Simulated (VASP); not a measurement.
Input of a VASP 6.6.1 run:

The input INCAR:

```
PREC = Accurate
ENCUT = 520
EDIFF = 1E-6
ISMEAR = 0
SIGMA = 0.05
LREAL = F
LASPH = T
NELM = 200
ALGO = Normal
ISIF = 2
LWAVE = F
LCHARG = T
ISPIN = 2
MAGMOM = 0 0 0 0 0 0 0 0 1
LORBIT = 11
LDIPOL = T
IDIPOL = 3
DIPOL = 0.5 0.5 0.331
GGA = PE
LELF = T
LVHAR = T
LVACPOTAV = T
NBANDS = 30
GGA_COMPAT = F
NELMDL = -8
```

KPOINTS

```
Automatic mesh
0
Gamma
  9 6 1
```

POSCAR

```
Si4HC4
1.0
    3.0967389835      0.0000000000      0.0000000000
    0.0000000000      4.3794502696      0.0000000000
    0.0000000000      0.0000000000     20.1332068295
Si C H
4 4 1
Direct
    0.5000000000      0.5000000000      0.1986767450
    0.0000000000      0.0000000000      0.2755829977
    0.5000000000      0.4971400051      0.3554907352
    0.0000000000      0.9498903695      0.4168952500
    0.0000000000      0.2500000000      0.1986767450
    0.5000000000      0.7500000000      0.2755829977
    0.0000000000      0.2559423864      0.3541649037
    0.5000000000      0.7547379437      0.4288043580
    0.5000000000      0.9214046103      0.4761437652
```

Potentials or basis: VASP PAW PBE potentials, release 64 (Si, C, H).

Command:

```sh
$ cat potpaw_PBE.64/Si/POTCAR potpaw_PBE.64/C/POTCAR potpaw_PBE.64/H/POTCAR > POTCAR
$ mpirun -np 1 vasp_std > vasp.out
```

Estimate the largest force.

2.882 eV/Å.

What does it give for the net moment?

0.55 μB per cell.

Predict the site moments.

Si +0.10, +0.01, +0.02, +0.07; C -0.04, +0.01, +0.02 (each value once); H +0.00 μB.

Forces in eV/Å, atoms in the order of the input:
```
Si   0.000 -2.645  1.144
Si   0.000  0.405 -1.535
Si   0.000 -0.492 -1.105
Si   0.000  1.929 -1.171
C    0.000  1.604  0.028
C    0.000  0.617  0.980
C    0.000 -0.144  0.015
C    0.000  0.673  1.620
H    0.000 -1.947  0.023
```

Caveat: a moment this small can come from the mesh or the smearing.
